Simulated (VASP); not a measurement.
# W: single point with BLYP

Crystal: W.

```
W
1.0
     2.84886    0.00000    0.00000
    -1.42443    2.46718    0.00000
     0.00000    0.00000   10.11430
W
4
Direct
  0.00000 0.00000 0.00000
  0.00000 0.00000 0.50000
  0.33333 0.66667 0.25000
  0.66667 0.33333 0.75000
```

This isn't the form of W at room conditions, which is bcc.

* Program: VASP 6.6.1
* Task: single point
* Functional: BLYP
* Potentials or basis: VASP PAW PBE potentials, release 64 (W_sv)
* Cutoff: 520 eV
* k mesh: 14 × 14 × 4
* Occupations: fermi-dirac, width 0.1 eV
* Spin: no spin polarisation
* Dipole correction: no
* Further INCAR settings: ALGO = Normal; EDIFF = 1e-07; NBANDS = 36

```yaml
Pressure: -8.1 GPa
Band_gap_on_the_k_mesh: zero (bands 28 and 29 overlap by 1.99 eV)
```

Stress tensor (GPa, compression positive):
```
-8.51  0.00  0.00
 0.00 -8.51  0.00
 0.00  0.00 -7.29
```

Levels at points of the mesh, in eV from the Fermi level:
```csv
k point,band 24,band 25,band 26,band 27,band 28,band 29,band 30,band 31,band 32,band 33
"(0.00, 0.00, 0.00)",-0.52,-0.52,-0.40,-0.40,-0.18,-0.18,-0.09,-0.02,-0.02,1.93
"(0.50, 0.00, 0.00)",-1.94,-1.04,-0.45,-0.19,1.47,1.47,1.48,2.20,3.82,4.06
"(0.00, 0.00, 0.50)",-1.11,-0.43,-0.43,-0.43,-0.43,-0.16,-0.16,-0.16,-0.16,2.23
"(0.50, 0.00, 0.50)",-2.02,0.03,0.03,0.25,0.25,0.63,0.63,3.12,3.12,5.00
```

Run time: 110 s on 1 thread of Intel(R) Xeon(R) 6975P-C (Granite Rapids) (shared host), peak memory 0.27 GiB.

Caveat: the cell stands under tension; the PAW data sets were made with another functional, which shifts forces and pressure a little; spin-orbit coupling is left out, which moves the levels of the heavy elements.
